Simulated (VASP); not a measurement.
# MgS (l) (F-43m) in VASP: single point with LDA

Aim: the single point of MgS (l) with LDA.

All numbers are computed with VASP 6.6.1; they aren't measurements. Logs are shortened: lines on timing, memory, paths and dates and some standing lists are left out, and cuts for length are marked.

## Step 1: The cell of the first run

The structure is cubic, space group F-43m (No. 216). Conventional cell: a = 5.666 Å, b = 5.666 Å, c = 5.666 Å, α = 90.00°, β = 90.00°, γ = 90.00°. Mg (site symmetry -43m) has 4 S at 2.45 Å within 3.2 Å. S (site symmetry -43m) has 4 Mg at 2.45 Å within 3.2 Å.

## Step 2: Single point, LDA

Input file INCAR:

```
SYSTEM = MgS
ALGO = Normal
EDIFF = 1E-6
ENCUT = 600
GGA_COMPAT = .FALSE.
ISIF = 2
ISMEAR = 0
LASPH = .TRUE.
LCHARG = .FALSE.
LREAL = .FALSE.
LWAVE = .FALSE.
NBANDS = 11
NELM = 120
PREC = Accurate
SIGMA = 0.1
```

Input file KPOINTS:

```
k-points
0
G
  6 6 6
  0 0 0
```

Input file POSCAR:

```
MgS
1.0
    0.0000000000      2.8331200500      2.8331200500
    2.8331200500      0.0000000000      2.8331200500
    2.8331200500      2.8331200500      0.0000000000
Mg S
1 1
Direct
    0.0000000000      0.0000000000      0.0000000000
    0.2500000000      0.2500000000      0.2500000000
```

Potentials or basis: VASP PAW LDA potentials, release 64 (Mg, S).

Started as:

```console
> cat potpaw_LDA.64/Mg/POTCAR potpaw_LDA.64/S/POTCAR > POTCAR
> mpirun -np 1 vasp_std > vasp.out
```

OUTCAR:

```text
SYSTEM = MgS
   EDIFF = 1E-6
   ENCUT = 600
   ISIF = 2
   ISMEAR = 0
   LASPH = .TRUE.
   LREAL = .FALSE.
   NELM = 120
   PREC = Accurate

 ion  position               nearest neighbor table
   1  0.000  0.000  0.000-   2 2.45   2 2.45   2 2.45   2 2.45
   2  0.250  0.250  0.250-   1 2.45   1 2.45   1 2.45   1 2.45

  LATTYP: Found a face centered cubic cell.
 ALAT       =     5.6662401000

  Lattice vectors:

 A1 = (   0.0000000000,   2.8331200500,   2.8331200500)
 A2 = (   2.8331200500,   0.0000000000,   2.8331200500)
 A3 = (   2.8331200500,   2.8331200500,   0.0000000000)

Analysis of symmetry for initial positions (statically):
=====================================================================
 Subroutine PRICEL returns:
 Original cell was already a primitive cell.

 Routine SETGRP: Setting up the symmetry group for a
 face centered cubic supercell.

 Subroutine GETGRP returns: Found 24 space group operations
 (whereof 24 operations were pure point group operations)
 out of a pool of 48 trial point group operations.

The static configuration has the point symmetry T_d .

Analysis of symmetry for dynamics (positions and initial velocities):
=====================================================================
 Subroutine PRICEL returns:
 Original cell was already a primitive cell.

 Routine SETGRP: Setting up the symmetry group for a
 face centered cubic supercell.

 Subroutine GETGRP returns: Found 24 space group operations
 (whereof 24 operations were pure point group operations)
 out of a pool of 48 trial point group operations.

The dynamic configuration has the point symmetry T_d .

 Subroutine INISYM returns: Found 24 space group operations
 (whereof 24 operations are pure point group operations),
 and found     1 'primitive' translations

----------------------------------------------------------------------------------------

                                     Primitive cell

  volume of cell :      45.4805

  direct lattice vectors                    reciprocal lattice vectors
     0.000000000  2.833120050  2.833120050    -0.176483873  0.176483873  0.176483873
     2.833120050  0.000000000  2.833120050     0.176483873 -0.176483873  0.176483873
     2.833120050  2.833120050  0.000000000     0.176483873  0.176483873 -0.176483873

  length of vectors
     4.006636799  4.006636799  4.006636799     0.305679035  0.305679035  0.305679035

  position of ions in fractional coordinates (direct lattice)
     0.000000000  0.000000000  0.000000000
     0.250000000  0.250000000  0.250000000

  ion indices of the primitive-cell ions
   primitive index   ion index
                 1           1
                 2           2

----------------------------------------------------------------------------------------

 KPOINTS: k-points

Automatic generation of k-mesh.
 Grid dimensions read from file:
 generate k-points for:    6    6    6

 Generating k-lattice:

  Cartesian coordinates                     Fractional coordinates (reciprocal lattice)
    -0.029413979  0.029413979  0.029413979     0.166666667  0.000000000  0.000000000
     0.029413979 -0.029413979  0.029413979     0.000000000  0.166666667  0.000000000
     0.029413979  0.029413979 -0.029413979     0.000000000  0.000000000  0.166666667

  Length of vectors
     0.050946506  0.050946506  0.050946506

  Shift w.r.t. Gamma in fractional coordinates (k-lattice)
     0.000000000  0.000000000  0.000000000

 Subroutine IBZKPT returns following result:
 ===========================================

 Found     16 irreducible k-points:

 Following reciprocal coordinates:
            Coordinates               Weight
  0.000000  0.000000  0.000000      1.000000
  0.166667  0.000000  0.000000      8.000000
  0.333333  0.000000  0.000000      8.000000
  0.500000  0.000000  0.000000      4.000000
  0.166667  0.166667  0.000000      6.000000
  0.333333  0.166667  0.000000     24.000000
[... 8 lines left out ...]
 -0.333333  0.333333  0.166667     24.000000
 -0.333333  0.500000  0.166667     12.000000
   k-points           NKPTS =     16   k-points in BZ     NKDIM =     16   number of bands    NBANDS=     11
   number of dos      NEDOS =    301   number of ions     NIONS =      2
   total plane-waves  NPLWV =  32768
   dimension x,y,z NGX =    32 NGY =   32 NGZ =   32
   dimension x,y,z NGXF=    64 NGYF=   64 NGZF=   64
   ions per type =               1   1
   NGX,Y,Z   is equivalent  to a cutoff of  13.28, 13.28, 13.28 a.u.
   NGXF,Y,Z  is equivalent  to a cutoff of  26.56, 26.56, 26.56 a.u.
 SYSTEM =  MgS
   PREC   = accura    normal or accurate (medium, high low for compatibility)
   ISTART =      0    job   : 0-new  1-cont  2-samecut
   ICHARG =      2    charge: 1-file 2-atom 10-const
   ISPIN  =      1    spin polarized calculation?
   LNONCOLLINEAR =      F non collinear calculations
   LSORBIT =      F    spin-orbit coupling
   LASPH  =      T    aspherical Exc in radial PAW
   ENCUT  =  600.0 eV  44.10 Ry    6.64 a.u.   8.00  8.00  8.00*2*pi/ulx,y,z
   NELM   =    120;   NELMIN=  2; NELMDL= -5     # of ELM steps
   EDIFF  = 0.1E-05   stopping-criterion for ELM
   LREAL  =      F    real-space projection
   EDIFFG = 0.1E-04   stopping-criterion for IOM
   NSW    =      0    number of steps for IOM
   IBRION =     -1    ionic relax: 0-MD 1-quasi-New 2-CG
   NFREE  =      0    steps in history (QN), initial steepest desc. (CG)
   ISIF   =      2    stress and relaxation
   ISYM   =      2    0-nonsym 1-usesym 2-fastsym
   POTIM  = 0.5000    time-step for ionic-motion
   TEBEG  =    0.0;   TEEND  =   0.0 temperature during run
   PSTRESS=    0.0 pullay stress
   NELECT =       8.0000    total number of electrons
   NUPDOWN=      -1.0000    fix difference up-down
   EMIN   =  10.00;   EMAX   =-10.00  energy-range for DOS
   EFERMI =   0.00;   METHOD = LEGACY
   ISMEAR =     0;   SIGMA  =   0.10  broadening in eV -4-tet -1-fermi 0-gaus
   EFERMI_NEDOS =   21; number of points for ismear=-14 and -15
   IALGO  =     38    algorithm
   IMIX   =      4    mixing-type and parameters
     AMIX     =   0.40;   BMIX     =  1.00
     AMIX_MAG =   1.60;   BMIX_MAG =  1.00
  volume/ion in A,a.u.               =      22.74       153.46
  Fermi-wavevector in a.u.,A,eV,Ry     =   0.917269  1.733386 11.447692  0.841382
  Thomas-Fermi vector in A             =   2.042218
   LORBIT       =      0    0 simple, 1 ext, 2 COOP (PROOUT), +10 PAW based schemes
   GGA     = CA    functional components
   LHFCALC =     F    Hartree Fock is set to
   AEXX    =    0.0000 exact exchange contribution
   IVDW    =     0    specifies the selected vdW correction
   LEPSILON=     F    determine dielectric tensor
   LRPA    =     F    only Hartree local field effects (RPA)
 non-spin polarized calculation
 Gauss-broadening in eV      SIGMA  =   0.10
  energy-cutoff  :      600.00
  volume of cell :       45.48
 maximum number of plane-waves:      1527
   NGX = 17   NGY = 17   NGZ = 17

 number of electron       8.0000000 magnetization

 Free energy of the ion-electron system (eV)
  ---------------------------------------------------
  ext. energy  EPLUGINS =         0.00000000
  ---------------------------------------------------
  free energy    TOTEN  =        -9.37781541 eV

  energy without entropy =       -9.37781541  energy(sigma->0) =       -9.37781541

 E-fermi :   1.3434     XC(G=0):  -8.7524

 val. band max:        0.8799897588   @ k =   0.0000   0.0000   0.0000
 cond. band min:       4.0628231543   @ k =   0.0000   0.0000   0.0000
 fundamental gap:      3.1828333956
 Fermi energy:         1.3433610875

 k-point     1 :       0.0000    0.0000    0.0000
  band No.  band energies     occupation
      1     -10.3501      2.00000
      2       0.8800      2.00000
      3       0.8800      2.00000
      4       0.8800      2.00000
      5       4.0628      0.00000
      6       8.6401      0.00000
      7       8.6401      0.00000
      8       8.6401      0.00000
      9      11.6161      0.00000
     10      11.6161      0.00000
     11      14.2140      0.00000

 k-point     2 :       0.1667    0.0000    0.0000
  band No.  band energies     occupation
      1     -10.1957      2.00000
      2      -0.2304      2.00000
      3       0.7882      2.00000
      4       0.7882      2.00000
      5       5.0892      0.00000
      6       8.3737      0.00000
      7       8.8930      0.00000
      8       8.8930      0.00000
      9      10.9911      0.00000
     10      10.9911      0.00000
     11      13.3541      0.00000

 k-point     3 :       0.3333    0.0000    0.0000
  band No.  band energies     occupation
      1      -9.8496      2.00000
      2      -1.7073      2.00000
      3       0.6221      2.00000
      4       0.6221      2.00000
      5       5.7685      0.00000
      6       8.6236      0.00000
      7       8.6236      0.00000
      8       8.8246      0.00000
      9      11.9328      0.00000
     10      11.9328      0.00000
     11      12.6984      0.00000

 k-point     4 :       0.5000    0.0000    0.0000
  band No.  band energies     occupation
      1      -9.6521      2.00000
      2      -2.3248      2.00000
      3       0.5464      2.00000
      4       0.5464      2.00000
      5       5.7404      0.00000
      6       8.3364      0.00000
      7       8.3364      0.00000
      8       9.2395      0.00000
      9      13.4232      0.00000
     10      13.9929      0.00000
     11      13.9929      0.00000
[... 127 lines left out ...]
 k-point    14 :       0.5000    0.3333    0.1667
  band No.  band energies     occupation
      1      -9.6133      2.00000
      2      -1.6251      2.00000
      3      -0.4672      2.00000
      4       0.1679      2.00000
      5       6.3645      0.00000
      6       7.7378      0.00000
      7       8.1740      0.00000
      8      10.4956      0.00000
      9      11.3665      0.00000
     10      14.1890      0.00000
     11      15.0857      0.00000

 k-point    15 :      -0.3333    0.3333    0.1667
  band No.  band energies     occupation
      1      -9.4794      2.00000
      2      -1.7285      2.00000
      3      -0.8285      2.00000
      4      -0.0398      2.00000
      5       6.4520      0.00000
      6       7.6896      0.00000
      7       9.0995      0.00000
      8       9.9870      0.00000
      9      11.8679      0.00000
     10      13.6941      0.00000
     11      15.0260      0.00000

 k-point    16 :      -0.3333    0.5000    0.1667
  band No.  band energies     occupation
      1      -9.4200      2.00000
      2      -1.6880      2.00000
      3      -0.7163      2.00000
      4      -0.4160      2.00000
      5       5.6584      0.00000
      6       7.5192      0.00000
      7      10.0446      0.00000
      8      10.0688      0.00000
      9      13.0997      0.00000
     10      14.5034      0.00000
     11      14.6653      0.00000

------------------------ aborting loop because EDIFF is reached ----------------------------------------

  FORCE on cell =-STRESS in cart. coord.  units (eV):
  Direction    XX          YY          ZZ          XY          YZ          ZX
  --------------------------------------------------------------------------------------
  -------------------------------------------------------------------------------------
  Total       -0.7115575     -0.7115575     -0.7115575      0.0000000      0.0000000      0.0000000
  in kB      -25.0666137    -25.0666137    -25.0666137      0.0000000      0.0000000      0.0000000
  external PRESSURE =     -25.0666137 kB  Pullay stress =       0.0000000 kB

 VOLUME and BASIS-vectors are now :
 -----------------------------------------------------------------------------
  energy-cutoff  :      600.00
  volume of cell :       45.48
      direct lattice vectors                 reciprocal lattice vectors
     0.000000000  2.833120050  2.833120050    -0.176483873  0.176483873  0.176483873
     2.833120050  0.000000000  2.833120050     0.176483873 -0.176483873  0.176483873
     2.833120050  2.833120050  0.000000000     0.176483873  0.176483873 -0.176483873

 POSITION                                       TOTAL-FORCE (eV/Angst)
 -----------------------------------------------------------------------------------
      0.00000      0.00000      0.00000         0.000000      0.000000      0.000000
      1.41656      1.41656      1.41656        -0.000000     -0.000000     -0.000000
 -----------------------------------------------------------------------------------
    total drift:                                0.000000      0.000000      0.000000

  FREE ENERGIE OF THE ION-ELECTRON SYSTEM (eV)
  ---------------------------------------------------
  free  energy   TOTEN  =        -9.3778154140 eV

  energy  without entropy=       -9.3778154140  energy(sigma->0) =       -9.37781541
```

It took 13 s on 1 thread of Intel Xeon 8259CL, shared host; peak memory 0.15 GiB.

Results:

| Property | Result |
| --- | --- |
| Free energy | -9.3778 eV |
| Pressure | -2.5 GPa |
| Band gap on the k mesh | 3.18 eV, direct |

Levels at points of the mesh, in eV from the valence-band top:
| k point | band 1 | band 2 | band 3 | band 4 | band 5 | band 6 | band 7 | band 8 | band 9 |
| --- | --- | --- | --- | --- | --- | --- | --- | --- | --- |
| (0.00, 0.00, 0.00) | -11.23 | 0.00 | 0.00 | 0.00 | 3.18 | 7.76 | 7.76 | 7.76 | 10.74 |
| (0.50, 0.00, 0.00) | -10.53 | -3.20 | -0.33 | -0.33 | 4.86 | 7.46 | 7.46 | 8.36 | 12.54 |
| (0.50, 0.50, 0.00) | -10.31 | -2.88 | -1.06 | -1.06 | 3.66 | 5.43 | 10.86 | 11.99 | 11.99 |
